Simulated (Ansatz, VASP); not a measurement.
One calculation of BeS, two programs

Contents of INCAR:

```
SYSTEM = BeS
PREC = Accurate
ENCUT = 600
EDIFF = 1E-6
ISMEAR = 0
SIGMA = 0.1
LREAL = .False.
LASPH = .True.
NELM = 120
ALGO = Normal
ISIF = 2
LWAVE = .False.
LCHARG = .False.
GGA = PE
NBANDS = 11
GGA_COMPAT = .False.
```

The input KPOINTS:

```
Automatic mesh
0
Gamma
  6 6 6
  0 0 0
```

The input POSCAR:

```
BeS
1.0
    0.0000000000      2.3044302961      2.3044302961
    2.3044302961      0.0000000000      2.3044302961
    2.3044302961      2.3044302961      0.0000000000
Be S
1 1
Direct
    0.0000000000      0.0000000000      0.0000000000
    0.5000000000      0.5000000000      0.5000000000
```

Input for Ansatz:

```yaml
crystal:
  lattice:
    - [0.0, 2.3044302961, 2.3044302961]
    - [2.3044302961, 0.0, 2.3044302961]
    - [2.3044302961, 2.3044302961, 0.0]
  atoms:
    - { symbol: Be, position: [0.0, 0.0, 0.0] }
    - { symbol: S, position: [0.5, 0.5, 0.5] }
basis:
  ecutwfc: 420
kpoints:
  mp_grid: { grid: [6, 6, 6] }
hamiltonian:
  xc: pbe
scf:
  occupations: { method: gaussian, width: 0.1 }
output:
  forces: true
  stress: true
  eigenvalues: true
```

Alike in both runs: task single point; functional PBE; k mesh 6 × 6 × 6; occupations gaussian, width 0.1 eV; no spin polarisation.

|  | VASP | Ansatz |
| --- | --- | --- |
| version | VASP 6.6.1 | Ansatz 0.2.0 |
| potentials or method | VASP PAW PBE potentials, release 64 (Be, S), cutoff 600 eV | scalar-relativistic, plane waves, PAW |
| valence electrons in the cell | 8 | 8 |

|  | VASP | Ansatz | Ansatz less VASP |
| --- | --- | --- | --- |
| gap on the k mesh at the Fermi level (eV) | 0.99 | 0.98 | -0.007 |
| least direct gap on the mesh (eV) | 4.22 | 4.22 | -0.006 |
| pressure (GPa) | 1.6 | 1.7 | +0.05 |
